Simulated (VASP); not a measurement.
# Zr4ScO (F-43m) in VASP: a series of runs

Zr4ScO is run at these levels: PBE; tasks: single point, relaxation of cell and atoms.

All numbers are computed with VASP 6.6.1; they aren't measurements. Logs are shortened: lines on timing, memory, paths and dates and some standing lists are left out, and cuts for length are marked.

## Step 1: The cell of the first run

Symmetry: F-43m, No. 216, cubic system. Conventional cell: a = 8.147 Å, b = 8.147 Å, c = 8.147 Å, α = 90.00°, β = 90.00°, γ = 90.00°. Within 3.7 Å of Zr (site symmetry 3m) lie 6 Zr at 2.80 to 2.96 Å and 3 Sc at 3.37 Å and 3 O at 3.39 Å. Within 4.4 Å of Sc (site symmetry -43m) lie 12 Zr at 3.37 Å and 4 O at 3.53 Å. O (site symmetry -43m) has 12 Zr at 3.39 Å and 4 Sc at 3.53 Å within 4.5 Å.

The cell was built from a structure type or drawn by symmetry, and may not be a known phase.

## Step 2: Single point, PBE, collinear spin

Contents of INCAR:

```
SYSTEM = Zr4ScO
  ALGO = Normal
  EDIFF = 1E-6
  ENCUT = 600
  GGA = PE
  GGA_COMPAT = .False.
  ISIF = 2
  ISMEAR = 0
  ISPIN = 2
  LASPH = .True.
  LCHARG = .False.
  LMAXMIX = 4
  LORBIT = 11
  LREAL = .False.
  LWAVE = .False.
  MAGMOM = 1 1 1 1 1 0
  NBANDS = 46
  NELM = 200
  PREC = Accurate
  SIGMA = 0.1
```

Contents of KPOINTS:

```
k-points
0
Gamma
  4 4 4
  0 0 0
```

Contents of POSCAR:

```
Zr4ScO
1.0
    0.0000000000      4.0737238592      4.0737238592
    4.0737238592      0.0000000000      4.0737238592
    4.0737238592      4.0737238592      0.0000000000
Zr Sc O
4 1 1
Direct
    0.1353920256      0.6215359915      0.6215359915
    0.6215359915      0.6215359915      0.6215359915
    0.6215359915      0.6215359915      0.1353920256
    0.6215359915      0.1353920256      0.6215359915
    0.2500000000      0.2500000000      0.2500000000
    0.0000000000      0.0000000000      0.0000000000
```

Potentials or basis: VASP PAW PBE potentials, release 64 (Zr_sv, Sc_sv, O).

Launch:

```
$ cat potpaw_PBE.64/Zr_sv/POTCAR potpaw_PBE.64/Sc_sv/POTCAR potpaw_PBE.64/O/POTCAR > POTCAR
$ mpirun -np 1 vasp_std > vasp.out
```

OUTCAR:

```text
SYSTEM = Zr4ScO
   EDIFF = 1E-6
   ENCUT = 600
   GGA = PE
   ISIF = 2
   ISMEAR = 0
   ISPIN = 2
   LASPH = .True.
   LORBIT = 11
   LREAL = .False.
   NELM = 200
   PREC = Accurate

 ion  position               nearest neighbor table
   1  0.135  0.622  0.622-   2 2.80   3 2.80   4 2.80   4 2.96   3 2.96   2 2.96   5 3.37   5 3.37
                             5 3.37
   2  0.622  0.622  0.622-   1 2.80   3 2.80   4 2.80   1 2.96   4 2.96   3 2.96   5 3.37   5 3.37
                             5 3.37
   3  0.622  0.622  0.135-   1 2.80   2 2.80   4 2.80   4 2.96   1 2.96   2 2.96   5 3.37   5 3.37
                             5 3.37
   4  0.622  0.135  0.622-   1 2.80   2 2.80   3 2.80   1 2.96   3 2.96   2 2.96   5 3.37   5 3.37
                             5 3.37
   5  0.250  0.250  0.250-   1 3.37   4 3.37   1 3.37   3 3.37   3 3.37   4 3.37   2 3.37   2 3.37
                             2 3.37   4 3.37   1 3.37   3 3.37
   6  0.000  0.000  0.000-

  LATTYP: Found a face centered cubic cell.
 ALAT       =     8.1474477184

  Lattice vectors:

 A1 = (   0.0000000000,   4.0737238592,   4.0737238592)
 A2 = (   4.0737238592,   0.0000000000,   4.0737238592)
 A3 = (   4.0737238592,   4.0737238592,   0.0000000000)

Analysis of symmetry for initial positions (statically):
=====================================================================
 Subroutine PRICEL returns:
 Original cell was already a primitive cell.

 Routine SETGRP: Setting up the symmetry group for a
 face centered cubic supercell.

 Subroutine GETGRP returns: Found 24 space group operations
 (whereof 24 operations were pure point group operations)
 out of a pool of 48 trial point group operations.

The static configuration has the point symmetry T_d .

Analysis of symmetry for dynamics (positions and initial velocities):
=====================================================================
 Subroutine PRICEL returns:
 Original cell was already a primitive cell.

 Routine SETGRP: Setting up the symmetry group for a
 face centered cubic supercell.

 Subroutine GETGRP returns: Found 24 space group operations
 (whereof 24 operations were pure point group operations)
 out of a pool of 48 trial point group operations.

The dynamic configuration has the point symmetry T_d .

Analysis of structural, dynamic, and magnetic symmetry:
=====================================================================
 Subroutine PRICEL returns:
 Original cell was already a primitive cell.

 Routine SETGRP: Setting up the symmetry group for a
 face centered cubic supercell.

 Subroutine GETGRP returns: Found 24 space group operations
 (whereof 24 operations were pure point group operations)
 out of a pool of 48 trial point group operations.

The overall configuration has the point symmetry T_d .

 Subroutine INISYM returns: Found 24 space group operations
 (whereof 24 operations are pure point group operations),
 and found     1 'primitive' translations

----------------------------------------------------------------------------------------

                                     Primitive cell

  volume of cell :     135.2087

  direct lattice vectors                    reciprocal lattice vectors
     0.000000000  4.073723859  4.073723859    -0.122737823  0.122737823  0.122737823
     4.073723859  0.000000000  4.073723859     0.122737823 -0.122737823  0.122737823
     4.073723859  4.073723859  0.000000000     0.122737823  0.122737823 -0.122737823

  length of vectors
     5.761115531  5.761115531  5.761115531     0.212588146  0.212588146  0.212588146

  position of ions in fractional coordinates (direct lattice)
     0.135392026  0.621535991  0.621535991
     0.621535991  0.621535991  0.621535991
     0.621535991  0.621535991  0.135392026
     0.621535991  0.135392026  0.621535991
     0.250000000  0.250000000  0.250000000
     0.000000000  0.000000000  0.000000000

  ion indices of the primitive-cell ions
   primitive index   ion index
                 1           1
                 2           2
                 3           3
                 4           4
                 5           5
                 6           6

[... 33 lines left out ...]
 -0.250000  0.250000  0.000000     12.000000
  0.500000  0.500000  0.000000      3.000000
 -0.250000  0.500000  0.250000      6.000000
   k-points           NKPTS =      8   k-points in BZ     NKDIM =      8   number of bands    NBANDS=     46
   number of dos      NEDOS =    301   number of ions     NIONS =      6
   total plane-waves  NPLWV = 110592
   dimension x,y,z NGX =    48 NGY =   48 NGZ =   48
   dimension x,y,z NGXF=    96 NGYF=   96 NGZF=   96
   ions per type =               4   1   1
   NGX,Y,Z   is equivalent  to a cutoff of  13.85, 13.85, 13.85 a.u.
   NGXF,Y,Z  is equivalent  to a cutoff of  27.70, 27.70, 27.70 a.u.
 SYSTEM =  Zr4ScO
   PREC   = accura    normal or accurate (medium, high low for compatibility)
   ISTART =      0    job   : 0-new  1-cont  2-samecut
   ICHARG =      2    charge: 1-file 2-atom 10-const
   ISPIN  =      2    spin polarized calculation?
   LNONCOLLINEAR =      F non collinear calculations
   LSORBIT =      F    spin-orbit coupling
   LASPH  =      T    aspherical Exc in radial PAW
   ENCUT  =  600.0 eV  44.10 Ry    6.64 a.u.  11.51 11.51 11.51*2*pi/ulx,y,z
   NELM   =    200;   NELMIN=  2; NELMDL= -5     # of ELM steps
   EDIFF  = 0.1E-05   stopping-criterion for ELM
   LREAL  =      F    real-space projection
   EDIFFG = 0.1E-04   stopping-criterion for IOM
   NSW    =      0    number of steps for IOM
   IBRION =     -1    ionic relax: 0-MD 1-quasi-New 2-CG
   NFREE  =      0    steps in history (QN), initial steepest desc. (CG)
   ISIF   =      2    stress and relaxation
   ISYM   =      2    0-nonsym 1-usesym 2-fastsym
   POTIM  = 0.5000    time-step for ionic-motion
   TEBEG  =    0.0;   TEEND  =   0.0 temperature during run
   PSTRESS=    0.0 pullay stress
   NELECT =      65.0000    total number of electrons
   NUPDOWN=      -1.0000    fix difference up-down
   EMIN   =  10.00;   EMAX   =-10.00  energy-range for DOS
   EFERMI =   0.00;   METHOD = LEGACY
   ISMEAR =     0;   SIGMA  =   0.10  broadening in eV -4-tet -1-fermi 0-gaus
   EFERMI_NEDOS =   21; number of points for ismear=-14 and -15
   IALGO  =     38    algorithm
   IMIX   =      4    mixing-type and parameters
     AMIX     =   0.40;   BMIX     =  1.00
     AMIX_MAG =   1.60;   BMIX_MAG =  1.00
  volume/ion in A,a.u.               =      22.53       152.07
  Fermi-wavevector in a.u.,A,eV,Ry     =   1.282462  2.423501 22.377607  1.644708
  Thomas-Fermi vector in A             =   2.414772
   LORBIT       =     11    0 simple, 1 ext, 2 COOP (PROOUT), +10 PAW based schemes
   GGA     = PE    functional components
   LHFCALC =     F    Hartree Fock is set to
   AEXX    =    0.0000 exact exchange contribution
   IVDW    =     0    specifies the selected vdW correction
   LEPSILON=     F    determine dielectric tensor
   LRPA    =     F    only Hartree local field effects (RPA)
 spin polarized calculation
 Gauss-broadening in eV      SIGMA  =   0.10
  energy-cutoff  :      600.00
  volume of cell :      135.21
 maximum number of plane-waves:      4573
 NGX is ok and might be reduce to    48
   NGX = 23   NGY = 23   NGZ = 23

 number of electron      65.0000000 magnetization       0.0035083

 Free energy of the ion-electron system (eV)
  ---------------------------------------------------
  ext. energy  EPLUGINS =         0.00000000
  ---------------------------------------------------
  free energy    TOTEN  =       -41.60574110 eV

  energy without entropy =      -41.56535755  energy(sigma->0) =      -41.58554933

 E-fermi :   6.3719     XC(G=0): -10.3651

 val. band max:        6.3128623631   @ k =  -0.2500   0.2500   0.0000
 cond. band min:       6.4358669678   @ k =   0.5000   0.2500   0.0000
 fundamental gap:      0.1230046047
 Fermi energy:         6.3718583246

 spin component 1

 k-point     1 :       0.0000    0.0000    0.0000
  band No.  band energies     occupation
      1     -43.2666      1.00000
      2     -42.0946      1.00000
      3     -41.7642      1.00000
      4     -41.7642      1.00000
      5     -41.7642      1.00000
      6     -21.8818      1.00000
[... 365 lines left out ...]
     43       8.8007      0.00000
     44       9.1848      0.00000
 Fermi energy:         6.3718583246

 spin component 2

 k-point     1 :       0.0000    0.0000    0.0000
  band No.  band energies     occupation
      1     -43.2664      1.00000
      2     -42.0944      1.00000
      3     -41.7640      1.00000
      4     -41.7640      1.00000
      5     -41.7640      1.00000
      6     -21.8816      1.00000
[... 365 lines left out ...]
     43       8.8012      0.00000
     44       9.1853      0.00000
 [bands above 44 left out]

------------------------ aborting loop because EDIFF is reached ----------------------------------------

  FORCE on cell =-STRESS in cart. coord.  units (eV):
  Direction    XX          YY          ZZ          XY          YZ          ZX
  --------------------------------------------------------------------------------------
  -------------------------------------------------------------------------------------
  Total       -0.0152858     -0.0152858     -0.0152858     -0.0000000      0.0000000      0.0000000
  in kB       -0.1811317     -0.1811317     -0.1811317     -0.0000000      0.0000000      0.0000000
  external PRESSURE =      -0.1811317 kB  Pullay stress =       0.0000000 kB

 VOLUME and BASIS-vectors are now :
 -----------------------------------------------------------------------------
  energy-cutoff  :      600.00
  volume of cell :      135.21
      direct lattice vectors                 reciprocal lattice vectors
     0.000000000  4.073723859  4.073723859    -0.122737823  0.122737823  0.122737823
     4.073723859  0.000000000  4.073723859     0.122737823 -0.122737823  0.122737823
     4.073723859  4.073723859  0.000000000     0.122737823  0.122737823 -0.122737823

 POSITION                                       TOTAL-FORCE (eV/Angst)
 -----------------------------------------------------------------------------------
      5.06393      3.08352      3.08352         0.006517     -0.006517     -0.006517
      5.06393      5.06393      5.06393         0.006517      0.006517      0.006517
      3.08352      3.08352      5.06393        -0.006517     -0.006517      0.006517
      3.08352      5.06393      3.08352        -0.006517      0.006517     -0.006517
      2.03686      2.03686      2.03686         0.000000      0.000000      0.000000
      0.00000      0.00000      0.00000         0.000000      0.000000      0.000000
 -----------------------------------------------------------------------------------
    total drift:                               -0.000002     -0.000002     -0.000002

  FREE ENERGIE OF THE ION-ELECTRON SYSTEM (eV)
  ---------------------------------------------------
  free  energy   TOTEN  =       -41.6057411049 eV

  energy  without entropy=      -41.5653575545  energy(sigma->0) =      -41.58554933

 total charge

# of ion       s       p       d       tot
------------------------------------------
    1        2.248   5.915   1.911  10.073
    2        2.248   5.915   1.911  10.073
    3        2.248   5.915   1.911  10.073
    4        2.248   5.915   1.911  10.073
    5        2.261   6.100   0.914   9.275
    6        1.607   3.079   0.000   4.686
--------------------------------------------------
tot         12.859  32.837   8.557  54.253

 magnetization (x)

# of ion       s       p       d       tot
------------------------------------------
    1        0.000   0.000   0.000   0.000
    2        0.000   0.000   0.000   0.000
    3        0.000   0.000   0.000   0.000
    4        0.000   0.000   0.000   0.000
    5        0.000   0.000   0.000   0.000
    6        0.000   0.000   0.000   0.000
--------------------------------------------------
tot          0.000   0.000   0.001   0.001
```

Run time: 5.3 min. Hardware: 1 thread of AMD EPYC 7R43 (Zen 3), shared host; peak memory 0.4 GiB.

Results:

```
Free energy                                           : -41.6057 eV
Pressure                                              : 0.0 GPa
Largest force                                         : 0.011 eV/Å
Net moment                                            : 0.00 μB per cell
Valence electrons inside the program's atomic spheres : Zr 10.07; Sc 9.28; O 4.69
```

Forces on the atoms (eV/Å):
```
Zr   0.007 -0.007 -0.007
Zr   0.007  0.007  0.007
Zr  -0.007 -0.007  0.007
Zr  -0.007  0.007 -0.007
Sc   0.000  0.000  0.000
O    0.000  0.000  0.000
```

## Step 3: Relaxation of cell and atoms, PBE

Contents of INCAR:

```
  ALGO = Normal
  EDIFF = 1E-7
  EDIFFG = -0.01
  ENCUT = 600
  GGA = PE
  GGA_COMPAT = F
  IBRION = 2
  ISIF = 3
  ISMEAR = 0
  LASPH = T
  LCHARG = F
  LREAL = F
  LWAVE = F
  NELM = 120
  NELMIN = 4
  NSW = 100
  PREC = Accurate
  SIGMA = 0.1
```

Contents of KPOINTS:

```
k-points
0
Gamma
  8 8 8
```

POSCAR is that of step 2.

Potentials or basis: VASP PAW PBE potentials, release 64 (Zr_sv, Sc_sv, O).

Launch:

```
$ cat potpaw_PBE.64/Zr_sv/POTCAR potpaw_PBE.64/Sc_sv/POTCAR potpaw_PBE.64/O/POTCAR > POTCAR
$ mpirun -np 1 vasp_std > vasp.out
```

OUTCAR:

```text
EDIFF = 1E-7
   EDIFFG = -0.01
   ENCUT = 600
   GGA = PE
   IBRION = 2
   ISIF = 3
   ISMEAR = 0
   LASPH = T
   LREAL = F
   NELM = 120
   NELMIN = 4
   NSW = 100
   PREC = Accurate

 ion  position               nearest neighbor table
   1  0.135  0.622  0.622-   2 2.80   3 2.80   4 2.80   4 2.96   3 2.96   2 2.96   5 3.37   5 3.37
                             5 3.37
   2  0.622  0.622  0.622-   1 2.80   3 2.80   4 2.80   1 2.96   4 2.96   3 2.96   5 3.37   5 3.37
                             5 3.37
   3  0.622  0.622  0.135-   1 2.80   2 2.80   4 2.80   4 2.96   1 2.96   2 2.96   5 3.37   5 3.37
                             5 3.37
   4  0.622  0.135  0.622-   1 2.80   2 2.80   3 2.80   1 2.96   3 2.96   2 2.96   5 3.37   5 3.37
                             5 3.37
   5  0.250  0.250  0.250-   1 3.37   4 3.37   1 3.37   3 3.37   3 3.37   4 3.37   2 3.37   2 3.37
                             2 3.37   4 3.37   1 3.37   3 3.37
   6  0.000  0.000  0.000-

  LATTYP: Found a face centered cubic cell.
 ALAT       =     8.1474477184

  Lattice vectors:
[... 358 lines left out ...]

 E-fermi :   6.2900     XC(G=0): -10.3266

 val. band max:        6.2850229229   @ k =   0.5000   0.3750   0.0000
 cond. band min:       6.2926393195   @ k =   0.5000   0.3750   0.1250
 fundamental gap:      0.0076163966
 Fermi energy:         6.2899611912

 k-point     1 :       0.0000    0.0000    0.0000
  band No.  band energies     occupation
      1     -43.4247      2.00000
      2     -42.2378      2.00000
      3     -41.9198      2.00000
      4     -41.9198      2.00000
      5     -41.9198      2.00000
      6     -22.0342      2.00000
[... 997 lines left out ...]
     38       7.6317      0.00000
     39       7.8383      0.00000

 [... further k-points ...]

------------------------ aborting loop because EDIFF is reached ----------------------------------------

  FORCE on cell =-STRESS in cart. coord.  units (eV):
  Direction    XX          YY          ZZ          XY          YZ          ZX
  --------------------------------------------------------------------------------------
  -------------------------------------------------------------------------------------
  Total        0.0109865      0.0109865      0.0109865     -0.0000000     -0.0000000     -0.0000000
  in kB        0.1288559      0.1288559      0.1288559     -0.0000000     -0.0000000     -0.0000000
  external PRESSURE =       0.1288559 kB  Pullay stress =       0.0000000 kB
[... 21 lines left out ...]
  FREE ENERGIE OF THE ION-ELECTRON SYSTEM (eV)
  ---------------------------------------------------
  free  energy   TOTEN  =       -41.5483106031 eV

  energy  without entropy=      -41.5080772464  energy(sigma->0) =      -41.52819392

 reached required accuracy - stopping structural energy minimisation
```

CONTCAR:

```text
Zr4ScO
   1.00000000000000
     0.0000000000000000    4.0876988402373966    4.0876988402373966
     4.0876988402373966   -0.0000000000000000    4.0876988402373966
     4.0876988402373966    4.0876988402373966    0.0000000000000000
  Zr              Sc              O
     4     1     1
Direct
     0.1356342292676200    0.6214552569441225    0.6214552569441225
     0.6214552569441225    0.6214552569441225    0.6214552569441225
     0.6214552569441225    0.6214552569441225    0.1356342292676200
     0.6214552569441225    0.1356342292676200    0.6214552569441225
     0.2500000000000000    0.2500000000000000    0.2500000000000000
     1.0000000000000000    0.0000000000000000    0.0000000000000000

  0.00000000E+00  0.00000000E+00  0.00000000E+00
  0.00000000E+00  0.00000000E+00  0.00000000E+00
  0.00000000E+00  0.00000000E+00  0.00000000E+00
  0.00000000E+00  0.00000000E+00  0.00000000E+00
  0.00000000E+00  0.00000000E+00  0.00000000E+00
  0.00000000E+00  0.00000000E+00  0.00000000E+00
```

It took 29 min on 1 thread of AMD EPYC 7R43 (Zen 3), shared host; peak memory 0.4 GiB.

What came out:

```yaml
Free_energy: -41.5483 eV
Relaxed_volume: 22.77 Å³/atom
Relaxed_cell: a = 5.781 Å, b = 5.781 Å, c = 5.781 Å, α = 60.00°, β = 60.00°, γ = 60.00°
Space_group_after_relaxing_to_0.1_Å: F-43m (No. 216)
Energy_gained_by_relaxing: 0.5 meV/atom
Ionic_steps: 5
Pressure_after_relaxing: 0.0 GPa
Band_gap_on_the_k_mesh: zero (an odd number of electrons rules out a gap without spin polarisation)
```

Step by step:
| step | energy change (eV) | largest force (eV/Å) | pressure (GPa) | volume (Å³) |
| --- | --- | --- | --- | --- |
| 1 | 0.0000 | 0.0054 | 0.67 | 135.21 |
| 2 | -0.0027 | 0.0260 | -0.22 | 137.07 |
| 3 | -0.0030 | 0.0211 | 0.00 | 136.62 |
| 4 | -0.0030 | 0.0208 | 0.01 | 136.59 |
| 5 | -0.0030 | 0.0011 | 0.01 | 136.61 |

Final structure:
```
Zr Sc O
1.0
     0.00000    4.08770    4.08770
     4.08770    0.00000    4.08770
     4.08770    4.08770    0.00000
Zr Sc O
4 1 1
Direct
  0.13563 0.62146 0.62146
  0.62146 0.62146 0.62146
  0.62146 0.62146 0.13563
  0.62146 0.13563 0.62146
  0.25000 0.25000 0.25000
  0.00000 0.00000 0.00000
```

Caveat: an odd number of electrons without spin polarisation forces a metal; a magnetic or distorted state may lie lower.
